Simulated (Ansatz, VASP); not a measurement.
## One calculation of ScCdC4N4, two programs

```xyz
10
Lattice="7.4826 0.0000 0.0000 0.0000 7.4826 0.0000 0.0000 0.0000 3.2419" Properties=species:S:1:pos:R:3 pbc="T T T"
Sc    3.7413    3.7413    0.0000
Cd    0.0000    0.0000    0.0000
C     1.4149    6.0677    0.0000
C     6.0677    1.4149    0.0000
C     1.4149    1.4149    0.0000
C     6.0677    6.0677    0.0000
N     2.2422    5.2404    0.0000
N     5.2404    2.2422    0.0000
N     2.2422    2.2422    0.0000
N     5.2404    5.2404    0.0000
```

Alike in both runs: task relaxation of cell and atoms; functional PBE; k mesh 2 × 2 × 6; occupations gaussian, width 0.1 eV; no spin polarisation.

|  | VASP | Ansatz |
| --- | --- | --- |
| version | VASP 6.6.1 | Ansatz 0.2.0 |
| potentials or method | VASP PAW PBE potentials, release 64 (Sc_sv, Cd, C, N), cutoff 600 eV | scalar-relativistic, plane waves, PAW |
| valence electrons in the cell | 59 | 67 |

|  | VASP | Ansatz | Ansatz less VASP |
| --- | --- | --- | --- |
| gap on the k mesh at the Fermi level, each at its own relaxed structure (eV) | none | none | - |
| relaxed volume (Å³/atom) | 23.58 | 23.42 | -0.160 |
| relaxed length of the cell vector where the two differ most in proportion (Å) | 3.667 | 3.654 | -0.0127 |

A gap of «none» marks a metal or a gap that the smearing closes. VASP's potentials hold 59 valence electrons a cell and Ansatz's 67, so a difference there can come from the potentials and not from the codes.

The k mesh is coarse, so the values compare programs but aren't converged. Noted on VASP's run: the standard files for N, O and F lose accuracy on very short bonds; the volume moved by over 15 % at a fixed basis, so the end points are rough.
